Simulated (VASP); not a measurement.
# MoS2: relaxation of cell and atoms with PBE

The system is MoS2.

```
Mo S
1.0
     3.19224    0.00000    0.00000
    -1.59612    2.76456    0.00000
     0.00000    0.00000   13.37829
Mo S
2 4
Direct
  0.66667 0.33333 0.25000
  0.33333 0.66667 0.75000
  0.66667 0.33333 0.63308
  0.33333 0.66667 0.36692
  0.66667 0.33333 0.86692
  0.33333 0.66667 0.13308
```

```json
{
  "Program": "VASP 6.6.1",
  "Task": "relaxation of cell and atoms",
  "Functional": "PBE",
  "Potentials or basis": "VASP PAW PBE potentials, release 64 (Mo_sv, S)",
  "Cutoff": "600 eV",
  "k mesh": "12 × 12 × 2",
  "Occupations": "gaussian, width 0.02 eV",
  "Spin": "no spin polarisation",
  "Dipole correction": "no",
  "Further INCAR settings": "ALGO = Normal; EDIFF = 1e-06; IBRION = 2; EDIFFG = -0.005; NSW = 100; ISIF = 3"
}
```

- Relaxed volume: 20.85 Å³/atom
- Relaxed cell: a = 3.185 Å, b = 3.185 Å, c = 14.242 Å, α = 90.00°, β = 90.00°, γ = 120.00°
- Space group after relaxing (to 0.1 Å): P6_3/mmc (No. 194)
- Energy gained by relaxing: 1.9 meV/atom
- Ionic steps: 20
- Pressure after relaxing: 0.0 GPa
- Band gap on the k mesh: 1.39 eV (least direct gap 1.66 eV)

The path:
```
step  energy change (eV)  largest force (eV/Å)  pressure (GPa)  volume (Å³)
   1              0.0000                0.1049           -0.65       118.07
   2              0.0027                0.1509            1.32       116.70
   3             -0.0015                0.0099            0.08       117.55
   4             -0.0020                0.0314            0.09       117.58
   5             -0.0021                0.0514            0.10       117.61
   6             -0.0025                0.0500            0.11       117.75
   7             -0.0036                0.0448            0.10       118.16
   8             -0.0056                0.0328            0.10       118.99
   9             -0.0084                0.0050            0.13       120.66
  10             -0.0106                0.0702            0.31       123.99
  11             -0.0111                0.0343            0.11       124.39
  12             -0.0113                0.0074           -0.12       124.87
  13             -0.0114                0.0098           -0.11       124.91
  14             -0.0114                0.0163           -0.06       125.01
  15             -0.0114                0.0182           -0.05       125.05
  16             -0.0115                0.0037            0.04       125.02
  17             -0.0115                0.0044            0.03       125.02
  18             -0.0115                0.0025            0.03       125.04
  19             -0.0115                0.0025           -0.01       125.12
  20             -0.0115                0.0001            0.00       125.09
```

Final structure:
```
Mo S
1.0
     3.18464    0.00000    0.00000
    -1.59232    2.75798    0.00000
     0.00000    0.00000   14.24159
Mo S
2 4
Direct
  0.66667 0.33333 0.25000
  0.33333 0.66667 0.75000
  0.66667 0.33333 0.64033
  0.33333 0.66667 0.35967
  0.66667 0.33333 0.85967
  0.33333 0.66667 0.14033
```

Levels at points of the mesh, in eV from the valence-band top:
```
           k point  band 22  band 23  band 24  band 25  band 26  band 27  band 28  band 29  band 30  band 31
(0.00, 0.00, 0.00)    -1.77    -1.77    -1.62    -0.51     0.00     2.48     2.48     2.49     2.49     2.72
(0.50, 0.00, 0.00)    -2.14    -1.26    -1.24    -0.91    -0.90     1.96     1.97     2.44     2.52     3.44
(0.00, 0.00, 0.50)    -1.78    -1.78    -1.78    -0.20    -0.20     2.48     2.48     2.48     2.48     2.73
(0.50, 0.00, 0.50)    -2.15    -1.25    -1.25    -0.90    -0.90     1.97     1.97     2.48     2.48     3.59
```

Run time: 16 min on 1 thread of Intel(R) Xeon(R) 6975P-C (Granite Rapids), on a shared host, peak memory 0.37 GiB.

Caveat: this functional lacks dispersion, which binds the layers, so the pressure and a relaxed spacing across them are unreliable. A k mesh can miss the band edges.
